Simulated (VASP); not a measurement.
# Al3BN2 (P6/mmm) in VASP: further runs, part 2 of 2

VASP 6.6.1. Earlier steps stand in the parts before.

### Step 4. Single point, PBE, collinear spin, ferromagnetic start

This run uses another cell than the first one, of 11.27 Å³/atom.

File INCAR:

```
PREC = Accurate
ENCUT = 520
EDIFF = 1E-6
ISMEAR = 0
SIGMA = 0.1
LREAL = F
LASPH = T
NELM = 150
ALGO = Normal
ISIF = 2
LWAVE = F
LCHARG = F
ISPIN = 2
MAGMOM = 0 0 0 0 1 1
LORBIT = 11
GGA = PE
NBANDS = 24
```

File KPOINTS:

```
regular mesh
0
Gamma
  6 6 6
```

File POSCAR:

```
Al3BN2
1.0
    5.0770984800      0.0000000000      0.0000000000
   -2.5385492400      4.3968962600      0.0000000000
    0.0000000000      0.0000000000      3.0298010100
Al B N
3 1 2
Direct
    0.5000000000      0.0000000000      0.5000000000
    0.5000000000      0.5000000000      0.5000000000
    0.0000000000      0.5000000000      0.5000000000
    0.0000000000      0.0000000000      0.0000000000
    0.3333333300      0.6666666700      0.0000000000
    0.6666666700      0.3333333300      0.0000000000
```

Potentials or basis: VASP PAW PBE potentials, release 64 (Al, B, N).

Started as:

```sh
$ cat potpaw_PBE.64/Al/POTCAR potpaw_PBE.64/B/POTCAR potpaw_PBE.64/N/POTCAR > POTCAR
$ mpirun -np 1 vasp_std > vasp.out
```

OUTCAR:

```text
PREC = Accurate
   ENCUT = 520
   EDIFF = 1E-6
   ISMEAR = 0
   LREAL = F
   LASPH = T
   NELM = 150
   ISIF = 2
   ISPIN = 2
   LORBIT = 11
   GGA = PE

 ion  position               nearest neighbor table
   1  0.500  0.000  0.500-   5 2.11   6 2.11   5 2.11   6 2.11   2 2.54   3 2.54   2 2.54   3 2.54

   2  0.500  0.500  0.500-   5 2.11   6 2.11   5 2.11   6 2.11   1 2.54   1 2.54   3 2.54   3 2.54

   3  0.000  0.500  0.500-   5 2.11   6 2.11   5 2.11   6 2.11   1 2.54   1 2.54   2 2.54   2 2.54

   4  0.000  0.000  0.000-
   5  0.333  0.667  0.000-   1 2.11   1 2.11   3 2.11   3 2.11   2 2.11   2 2.11
   6  0.667  0.333  0.000-   1 2.11   1 2.11   3 2.11   3 2.11   2 2.11   2 2.11

[... 1493 lines left out ...]
      2.53855      0.00000      1.51490         0.000000      0.000000     -0.000000
      1.26927      2.19845      1.51490         0.000000      0.000000     -0.000000
     -1.26927      2.19845      1.51490         0.000000      0.000000     -0.000000
      0.00000      0.00000      0.00000         0.000000      0.000000     -0.000000
     -0.00000      2.93126      0.00000        -0.000000      0.000000      0.000000
      2.53855      1.46563      0.00000         0.000000      0.000000     -0.000000
 -----------------------------------------------------------------------------------
    total drift:                                0.000000     -0.000000      0.000000

  FREE ENERGIE OF THE ION-ELECTRON SYSTEM (eV)
  ---------------------------------------------------
  free  energy   TOTEN  =       -31.2533752346 eV

  energy  without entropy=      -31.2389511847  energy(sigma->0) =      -31.24616321

 total charge

# of ion       s       p       d       tot
------------------------------------------
    1        0.365   0.360   0.000   0.725
    2        0.365   0.360   0.000   0.725
    3        0.365   0.360   0.000   0.725
    4        0.831   0.574   0.000   1.405
    5        1.256   2.457   0.000   3.713
    6        1.256   2.457   0.000   3.713
--------------------------------------------------
tot          4.438   6.568   0.000  11.006

 magnetization (x)

# of ion       s       p       d       tot
------------------------------------------
    1        0.000   0.000   0.000   0.000
    2        0.000   0.000   0.000   0.000
    3        0.000   0.000   0.000   0.000
    4       -0.000  -0.000   0.000  -0.000
    5       -0.000  -0.000   0.000  -0.000
    6       -0.000  -0.000   0.000  -0.000
--------------------------------------------------
tot          0.000  -0.000   0.000  -0.000
```

stdout:

```text
POSCAR found type information on POSCAR AlB N
 POSCAR found :  3 types and       6 ions
 scaLAPACK will be used
 LDA part: xc-table for (Slater+PW92), standard interpolation
 POSCAR, INCAR and KPOINTS ok, starting setup
 FFT: planning ... GRIDC
 FFT: planning ... GRID_SOFT
 FFT: planning ... GRID
 WAVECAR not read
 entering main loop
```

Wall time 2.2 min (1 thread of AMD EPYC 7R13, shared host); peak memory 0.25 GiB.

Results:

```yaml
Free_energy: -31.2534 eV
Pressure: -5.0 GPa
Band_gap_on_the_k_mesh: zero (filled and empty bands overlap)
Net_moment: 0.00 μB per cell
Valence_electrons_inside_the_program's_atomic_spheres: Al 0.72; B 1.41; N 3.71
```

Levels at points of the mesh, in eV from the Fermi level:
Spin up:
| k point | band 9 | band 10 | band 11 | band 12 | band 13 | band 14 |
| --- | --- | --- | --- | --- | --- | --- |
| (0.00, 0.00, 0.00) | -3.87 | -0.34 | 0.17 | 0.17 | 2.45 | 3.68 |
| (0.50, 0.00, 0.00) | -3.74 | -1.62 | -0.54 | 0.70 | 1.92 | 3.32 |
| (0.00, 0.00, 0.50) | -3.79 | -2.42 | -0.18 | -0.18 | 0.19 | 0.19 |
| (0.50, 0.00, 0.50) | -2.71 | -2.59 | -1.74 | 1.21 | 1.32 | 1.58 |
Spin down:
```csv
k point,band 7,band 8,band 9,band 10,band 11,band 12,band 13,band 14,band 15,band 16
"(0.00, 0.00, 0.00)",-5.68,-4.65,-3.87,-0.34,0.17,0.17,2.45,3.68,5.39,5.39
"(0.50, 0.00, 0.00)",-4.14,-3.99,-3.74,-1.62,-0.54,0.70,1.92,3.32,3.58,5.13
"(0.00, 0.00, 0.50)",-4.33,-3.79,-3.79,-2.42,-0.18,-0.18,0.19,0.19,1.62,1.62
"(0.50, 0.00, 0.50)",-4.18,-3.80,-2.71,-2.59,-1.74,1.21,1.32,1.58,3.25,3.66
```

Caveat: the stress differs along the axes, from -51 to 18 GPa; semilocal functionals underestimate gaps, and a narrow one can read as zero.

### Step 5. Relaxation of cell and atoms, PBE

This run uses another cell than the first one, of 10.66 Å³/atom.

File INCAR:

```
SYSTEM = Al3BN2
ALGO = Normal
EDIFF = 1E-6
EDIFFG = -0.01
ENCUT = 600
GGA = PE
IBRION = 2
ISIF = 3
ISMEAR = 0
LASPH = .TRUE.
LCHARG = .FALSE.
LREAL = .FALSE.
LWAVE = .FALSE.
NELM = 80
NSW = 100
PREC = Accurate
SIGMA = 0.1
```

File KPOINTS:

```
k-points
0
G
  12 12 14
  0 0 0
```

File POSCAR:

```
Al3BN2
1.0
    5.2833802138      0.0000000000      0.0000000000
   -2.6416901069      4.5755414830      0.0000000000
    0.0000000000      0.0000000000      2.6456013720
Al B N
3 1 2
Direct
    0.5000000000      0.0000000000      0.5000000000
    0.5000000000      0.5000000000      0.5000000000
    0.0000000000      0.5000000000      0.5000000000
    0.0000000000      0.0000000000      0.0000000000
    0.3333333333      0.6666666667      0.0000000000
    0.6666666667      0.3333333333      0.0000000000
```

Started as:

```sh
$ cat potpaw_PBE.64/Al/POTCAR potpaw_PBE.64/B/POTCAR potpaw_PBE.64/N/POTCAR > POTCAR
$ mpirun -np 1 vasp_std > vasp.out
```

Run time: 8.7 min. Hardware: 1 thread of AMD EPYC 7R13, shared host; peak memory 0.33 GiB.

It converged, with:

- Free energy: -33.3882 eV
- Relaxed volume: 10.61 Å³/atom
- Relaxed cell: a = 5.292 Å, b = 5.292 Å, c = 2.624 Å, α = 90.00°, β = 90.00°, γ = 120.00°
- Space group after relaxing (to 0.1 Å): P6/mmm (No. 191)
- Energy gained by relaxing: 1.4 meV/atom
- Ionic steps: 3
- Pressure after relaxing: 0.0 GPa
- Band gap on the k mesh: zero (bands 11 and 12 overlap by 0.75 eV)

The path:
| step | energy change (eV) | largest force (eV/Å) | pressure (GPa) | volume (Å³) |
| --- | --- | --- | --- | --- |
| 1 | 0.0000 | 0.0000 | -0.96 | 63.96 |
| 2 | -0.0007 | 0.0000 | 0.98 | 63.36 |
| 3 | -0.0085 | 0.0000 | 0.00 | 63.65 |

Final structure:
```xyz
6
Lattice="5.2920 0.0000 0.0000 -2.6460 4.5830 0.0000 0.0000 0.0000 2.6244" Properties=species:S:1:pos:R:3 pbc="T T T"
Al    0.0000    4.5830    1.3122
Al    1.3230    2.2915    1.3122
Al   -1.3230    2.2915    1.3122
B    -2.6460    4.5830    0.0000
N     0.0000    3.0553    0.0000
N     2.6460    1.5277    0.0000
```

Levels at points of the mesh, in eV from the Fermi level:
```tsv
k point	band 7	band 8	band 9	band 10	band 11	band 12	band 13	band 14	band 15
(0.00, 0.00, 0.00)	-6.84	-3.06	-2.81	-0.98	-0.98	1.91	5.56	5.56	5.82
(0.50, 0.00, 0.00)	-5.32	-2.97	-2.89	-2.00	-1.48	1.42	4.13	4.45	4.89
(0.00, 0.00, 0.50)	-4.52	-4.52	-3.35	-2.52	0.57	0.57	0.87	0.87	1.62
(0.50, 0.00, 0.50)	-4.81	-3.85	-3.69	-2.39	-0.87	1.42	1.69	1.78	3.01
```

Caveat: semilocal functionals underestimate gaps, and a narrow one can read as zero.

### Step 6. The runs side by side

```csv
task,spin,cell,k mesh,cutoff (eV),gap on the mesh (eV),pressure (GPa),moment (μB)
single point,off,"a = 5.295, b = 5.295, c = 2.626 Å, angles 90.0, 90.0, 120.0°, 6 atoms",12 × 12 × 14,520,none,-0.2,-
single point,"collinear, ferromagnetic start","a = 5.283, b = 5.283, c = 2.646 Å, angles 90.0, 90.0, 120.0°, 6 atoms",6 × 6 × 6,520,none,-0.2,0.01
single point,"collinear, ferromagnetic start","a = 5.077, b = 5.077, c = 3.030 Å, angles 90.0, 90.0, 120.0°, 6 atoms",6 × 6 × 6,520,none,-5.0,0.00
relaxation of cell and atoms,off,"relaxed from a = 5.283, b = 5.283, c = 2.646 Å, angles 90.0, 90.0, 120.0°, 6 atoms",12 × 12 × 14,600,none,0.0,-
```

Alike in all rows: level PBE; potentials or basis VASP PAW PBE potentials, release 64 (Al, B, N); smearing gaussian 0.1 eV.

Caveats: some runs use coarse meshes; semilocal functionals underestimate gaps, and a narrow one can read as zero; the stress differs along the axes, from -51 to 18 GPa (at least some runs).

Absolute energies hang on the potentials; compare differences alone.
